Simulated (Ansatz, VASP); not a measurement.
## One calculation of Sn, two programs

The input INCAR:

```
SYSTEM = Sn
  PREC = Accurate
  ENCUT = 520
  EDIFF = 1E-7
  ISMEAR = -1
  SIGMA = 0.05
  LREAL = .False.
  LASPH = .True.
  NELM = 100
  ALGO = Normal
  ISIF = 2
  LWAVE = .False.
  LCHARG = .False.
  GGA = PE
  NBANDS = 21
```

KPOINTS

```
regular mesh
0
Gamma
  9 9 9
  0 0 0
```

The input POSCAR:

```
Sn
1.0
    0.0000000000      3.3608056449      3.3608056449
    3.3608056449      0.0000000000      3.3608056449
    3.3608056449      3.3608056449      0.0000000000
Sn
2
Direct
    0.0000000000      0.0000000000      0.0000000000
    0.2500000000      0.2500000000      0.2500000000
```

Input for Ansatz:

```yaml
crystal:
  lattice:
    - [0.0, 3.3608056449, 3.3608056449]
    - [3.3608056449, 0.0, 3.3608056449]
    - [3.3608056449, 3.3608056449, 0.0]
  atoms:
    - { symbol: Sn, position: [0.0, 0.0, 0.0] }
    - { symbol: Sn, position: [0.25, 0.25, 0.25] }
kpoints:
  mp_grid: { grid: [9, 9, 9] }
scf:
  occupations: { method: fermi_dirac, width: 0.05 }
hamiltonian:
  xc: pbe
  pseudopotentials: { kind: all_electron, lapw: { basis_error: 0.0005 } }
output:
  forces: true
  stress: true
  eigenvalues: true
```

Change from the starting cell: volume scaled by 1.03.

Alike in both runs: task single point; functional PBE; k mesh 9 × 9 × 9; occupations fermi-dirac, width 0.05 eV; no spin polarisation.

```csv
,VASP,Ansatz
version,VASP 6.6.1,Ansatz 0.2.0
potentials or method,"VASP PAW PBE potentials, release 64 (Sn_d), cutoff 520 eV","all-electron LAPW, scalar-relativistic"
```

```tsv
	VASP	Ansatz	Ansatz less VASP
pressure (GPa)	-1.0	-1.0	+0.05
```

Ansatz ran all-electron here, and VASP with PAW potentials.
